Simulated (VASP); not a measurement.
Wanted: the native input for a VASP 6.6.1 run.

```
Task                   : single point
Functional             : PBEsol
Potentials or basis    : VASP PAW PBE potentials, release 64 (Al, N)
Cutoff                 : 600 eV
k mesh                 : 8 × 8 × 8
Occupations            : fermi-dirac, width 0.02 eV
Spin                   : no spin polarisation
Dipole correction      : no
Further INCAR settings : ALGO = Normal; EDIFF = 1e-06; NBANDS = 11
```

The structure of AlN lies in POSCAR:

```
AlN
1.0
    0.0000000000      1.9690000000      1.9690000000
    1.9690000000      0.0000000000      1.9690000000
    1.9690000000      1.9690000000      0.0000000000
Al N
1 1
Direct
    0.0000000000      0.0000000000      0.0000000000
    0.5000000000      0.5000000000      0.5000000000
```

One way to write it, as run:

INCAR

```
SYSTEM = AlN
  PREC = Accurate
  ENCUT = 600
  EDIFF = 1E-6
  ISMEAR = -1
  SIGMA = 0.02
  LREAL = .FALSE.
  LASPH = .TRUE.
  NELM = 120
  ALGO = Normal
  ISIF = 2
  LWAVE = .FALSE.
  LCHARG = .FALSE.
  GGA = PS
  NBANDS = 11
  GGA_COMPAT = .FALSE.
```

KPOINTS

```
Automatic mesh
0
G
  8 8 8
  0 0 0
```

Potentials or basis: VASP PAW PBE potentials, release 64 (Al, N).

Run with:

```sh
$ cat potpaw_PBE.64/Al/POTCAR potpaw_PBE.64/N/POTCAR > POTCAR
$ mpirun -np 1 vasp_std > vasp.out
```

It gave:

```json
{"Pressure": "24.6 GPa", "Band gap on the k mesh": "4.99 eV (least direct gap 6.85 eV)"}
```

Caveat: the cell stands under pressure; the PAW data sets were made with another functional, which shifts forces and pressure a little.

Wall time 7.6 s on 1 thread of Intel Xeon 8259CL (shared host), peak memory 0.13 GiB.
